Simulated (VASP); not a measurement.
Write the native input for VASP 6.6.1 that does the following.

- Task: electric field gradients
- Functional: PBEsol
- Potentials or basis: VASP PAW PBE potentials, release 64 (Li_sv)
- Cutoff: 520 eV
- k mesh: 16 × 16 × 16
- Occupations: fermi-dirac, width 0.05 eV
- Spin: no spin polarisation
- Dipole correction: no
- Further INCAR settings: ALGO = Normal; EDIFF = 1e-08; NBANDS = 8

The structure of Li lies in POSCAR:

```
Li
1.0
    0.0000000000      2.2020000000      2.2020000000
    2.2020000000      0.0000000000      2.2020000000
    2.2020000000      2.2020000000      0.0000000000
Li
1
Direct
    0.0000000000      0.0000000000      0.0000000000
```

These files were run (other wordings do the same):

INCAR

```
SYSTEM = Li
PREC     = Accurate       ! precision mode
ENCUT    = 520            ! plane-wave cutoff, eV
EDIFF    = 1E-8           ! SCF threshold, eV
ISMEAR   = -1             ! smearing method
SIGMA    = 0.05           ! smearing width, eV
LREAL    = .False.        ! projectors in reciprocal space
LASPH    = .True.         ! aspherical terms in the spheres
NELM     = 100            ! most SCF steps
ALGO     = Normal         ! electronic algorithm
ISIF     = 2              ! what is computed and relaxed
LWAVE    = .False.        ! write WAVECAR
LCHARG   = .False.        ! write CHGCAR
GGA      = PS             ! functional
LEFG     = .True.       
NBANDS   = 8              ! bands
```

KPOINTS

```
regular mesh
0
Gamma
  16 16 16
  0 0 0
```

Potentials or basis: VASP PAW PBE potentials, release 64 (Li_sv).

Launch:

```console
$ cat potpaw_PBE.64/Li_sv/POTCAR > POTCAR
$ mpirun -np 1 vasp_std > vasp.out
```

It used 9.2 s of CPU time on 1 thread of Intel Xeon 6975P-C, with other jobs on the host.
